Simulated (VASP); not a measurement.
Runs of VASP 6.6.1 on BaTiO3. The structure is that of space group Cmmm (No. 65), or close to it. The cells are those of the table. 

```tsv
cell	gap on the mesh (eV)	pressure (GPa)
a = 4.019, b = 4.020, c = 4.020 Å, angles 87.9, 90.0, 90.0°, 5 atoms	1.62	(c)
a = 4.019, b = 4.021, c = 4.021 Å, angles 86.8, 90.0, 90.0°, 5 atoms	(a)	(b)
a = 4.019, b = 4.022, c = 4.022 Å, angles 94.3, 90.0, 90.0°, 5 atoms	1.47	2.3
a = 4.019, b = 4.024, c = 4.024 Å, angles 84.6, 90.0, 90.0°, 5 atoms	1.35	2.6
```

Alike in all rows: task single point; level PBE; potentials or basis VASP PAW PBE potentials, release 64 (Ba_sv, Ti_sv, O); no spin polarisation; k mesh 8 × 8 × 8; cutoff (eV) 520; smearing gaussian 0.05 eV.

Problem. Fill in the values left out.

Solution. (a) 1.57; (b) 2.0; (c) 1.8.

Caveats: spin-orbit coupling is left out, which moves the levels of the heavy elements.

A k mesh can miss the band edges, and the runs leave out spin-orbit coupling on Ba.
